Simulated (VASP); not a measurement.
Here is a VASP 6.6.1 calculation.

Contents of INCAR:

```
SYSTEM = CoSi
PREC = Accurate
ENCUT = 520
EDIFF = 1E-6
ISMEAR = 0
SIGMA = 0.03
LREAL = .FALSE.
LASPH = .TRUE.
NELM = 100
ALGO = Normal
ISIF = 2
LWAVE = .FALSE.
LCHARG = .FALSE.
GGA = PE
NBANDS = 36
```

KPOINTS

```
Automatic mesh
0
G
  8 8 8
  0 0 0
```

POSCAR

```
CoSi
1.0
    4.4450000000      0.0000000000      0.0000000000
    0.0000000000      4.4450000000      0.0000000000
    0.0000000000      0.0000000000      4.4450000000
Co Si
4 4
Direct
    0.1446249576      0.1446249576      0.1446249576
    0.3553750424      0.8553750424      0.6446249576
    0.6446249576      0.3553750424      0.8553750424
    0.8553750424      0.6446249576      0.3553750424
    0.8430415193      0.8430415193      0.8430415193
    0.6569584807      0.1569584807      0.3430415193
    0.3430415193      0.6569584807      0.1569584807
    0.1569584807      0.3430415193      0.6569584807
```

Potentials or basis: VASP PAW PBE potentials, release 64 (Co, Si).

Command:

```bash
$ cat potpaw_PBE.64/Co/POTCAR potpaw_PBE.64/Si/POTCAR > POTCAR
$ mpirun -np 1 vasp_std > vasp.out
```

**Question.** Estimate the band gap on the k mesh.

**Answer.** Zero (bands 26 and 27 overlap by 0.21 eV).

**Question.** What does it give for the pressure?

**Answer.** -2.2 GPa.

Forces in eV/Å, atoms in the order of the input:
```
Co   0.001  0.001  0.001
Co  -0.001 -0.001  0.001
Co   0.001 -0.001 -0.001
Co  -0.001  0.001 -0.001
Si   0.001  0.001  0.001
Si  -0.001 -0.001  0.001
Si   0.001 -0.001 -0.001
Si  -0.001  0.001 -0.001
```

Caveat: the run has no spin polarisation, though such a crystal can be magnetic. Spin polarisation is off, so any magnetic state and its effect on volume and gap are missing.
